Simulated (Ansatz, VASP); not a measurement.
# Two plane-wave programs on W

```
W
1.0
    -1.57778    1.57778    1.57778
     1.57778   -1.57778    1.57778
     1.57778    1.57778   -1.57778
W
1
Direct
  0.00000 0.00000 0.00000
```

Alike in both runs: functional PBEsol; k mesh 8 × 8 × 8; occupations gaussian, width 0.1 eV; no spin polarisation.

Ansatz relaxed the structure, and its values are those at the end. VASP's run is a single point on that final structure, the one shown.

```csv
,VASP,Ansatz
version,VASP 6.6.1,Ansatz 0.2.0
potentials or method,"VASP PAW PBE potentials, release 64 (W_sv), cutoff 500 eV","scalar-relativistic, plane waves, PAW"
valence electrons in the cell,14,14
```

|  | VASP | Ansatz | Ansatz less VASP |
| --- | --- | --- | --- |
| gap on the k mesh at the Fermi level (eV) | none | none | - |
| pressure (GPa) | 0.7 | 0.1 | -0.57 |

VASP's potentials were made for PBE, not for PBEsol, and Ansatz warns of the same on its side. A gap of «none» marks a metal or a gap that the smearing closes. The functional is the same, so the differences come from potentials, cutoffs and numerics.

Spin-orbit coupling is off throughout.
